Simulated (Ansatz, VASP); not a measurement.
**Two plane-wave programs on SnSe**

```xyz
8
Lattice="5.8933 0.0000 0.0000 0.0000 -5.8933 0.0000 0.0000 0.0000 -5.8933" Properties=species:S:1:pos:R:3 pbc="T T T"
Sn    0.0000    0.0000    0.0000
Sn    2.9466   -2.9466    0.0000
Sn    2.9466    0.0000   -2.9466
Sn    0.0000   -2.9466   -2.9466
Se    2.9466    0.0000   -0.1000
Se    0.0000   -2.9466    0.0000
Se    0.0000    0.0000   -2.9466
Se    2.9466   -2.9466   -2.9466
```

Alike in both runs: task single point; functional LDA; k mesh 6 × 6 × 6; occupations gaussian, width 0.05 eV; no spin polarisation.

|  | VASP | Ansatz |
| --- | --- | --- |
| version | VASP 6.6.1 | Ansatz 0.2.0 |
| potentials or method | VASP PAW LDA potentials, release 64 (Sn_d, Se), cutoff 520 eV | scalar-relativistic, plane waves, PAW |
| valence electrons in the cell | 80 | 120 |

VASP gave:

* gap on the k mesh at the Fermi level (eV): 0.22
* least direct gap on the mesh (eV): 0.22
* pressure (GPa): 0.2
* traceless stress, the component that is largest in VASP (GPa): 0.09
* rms of the force components (eV/Å): 0.035

Task: Estimate Ansatz's values.

Result: gap on the k mesh at the Fermi level (eV): 0.22; least direct gap on the mesh (eV): 0.22; pressure (GPa): 0.1; traceless stress, the component that is largest in VASP (GPa): 0.09; rms of the force components (eV/Å): 0.034.

LDA's correlation is that of Perdew and Zunger in VASP and of Perdew and Wang (1992) in Ansatz. Atom by atom the forces differ by 0.002 eV/Å (rms over components). VASP's potentials hold 80 valence electrons a cell and Ansatz's 120, so a difference there can come from the potentials and not from the codes.
